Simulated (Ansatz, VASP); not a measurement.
## Two plane-wave programs on Ag

INCAR

```
SYSTEM = Ag
PREC = Accurate ; ENCUT = 520
EDIFF = 1E-6 ; ISMEAR = -1
SIGMA = 0.1 ; LREAL = .FALSE.
LASPH = .TRUE. ; NELM = 60
ALGO = Normal ; ISIF = 2
LWAVE = .FALSE. ; LCHARG = .FALSE.
LDIPOL = .TRUE. ; IDIPOL = 3
DIPOL = 0.5 0.5 0.500 ; NBANDS = 18
```

File KPOINTS:

```
regular mesh
0
G
  12 8 1
  0 0 0
```

The input POSCAR:

```
Ag
1.0
    2.8289222033      0.0000000000      0.0000000000
    0.0000000000      4.0007001469      0.0000000000
    0.0000000000      0.0000000000     17.4145000000
Ag
2
Direct
    0.2500000000      0.2500000000      0.4725355525
    0.7500000000      0.7500000000      0.5274644475
```

Input for Ansatz:

```yaml
crystal:
  lattice:
    - [2.8289222033, 0.0, 0.0]
    - [0.0, 4.0007001469, 0.0]
    - [0.0, 0.0, 17.4145]
  atoms:
    - { symbol: Ag, position: [0.25, 0.25, 0.4725355525] }
    - { symbol: Ag, position: [0.75, 0.75, 0.5274644475] }
  periodic: [true, true, false]
kpoints:
  mp_grid: { grid: [12, 8, 1] }
scf:
  occupations: { method: fermi_dirac, width: 0.1 }
hamiltonian:
  xc: lda
  pseudopotentials: { kind: paw }
output:
  forces: true
  stress: true
  eigenvalues: true
```

Alike in both runs: task single point; functional LDA; k mesh 12 × 8 × 1; occupations fermi-dirac, width 0.1 eV; no spin polarisation.

|  | VASP | Ansatz |
| --- | --- | --- |
| version | VASP 6.6.1 | Ansatz 0.2.0 |
| potentials or method | VASP PAW LDA potentials, release 64 (Ag) | PAW with Ansatz's default frozen-core files, scalar-relativistic |
| plane-wave cutoff (eV) | 520 | 420 |
| valence electrons in the cell | 22 | 38 |

Ansatz gave:

* rms of the force components (eV/Å): 0.000

What did VASP give for the same quantities?

rms of the force components (eV/Å): 0.006.

LDA's correlation is that of Perdew and Zunger in VASP and of Perdew and Wang (1992) in Ansatz. Atom by atom the forces differ by 0.006 eV/Å (rms over components). VASP's potentials hold 22 valence electrons a cell and Ansatz's 38, so a difference there can come from the potentials and not from the codes. Ansatz's warnings: slab cell height set.
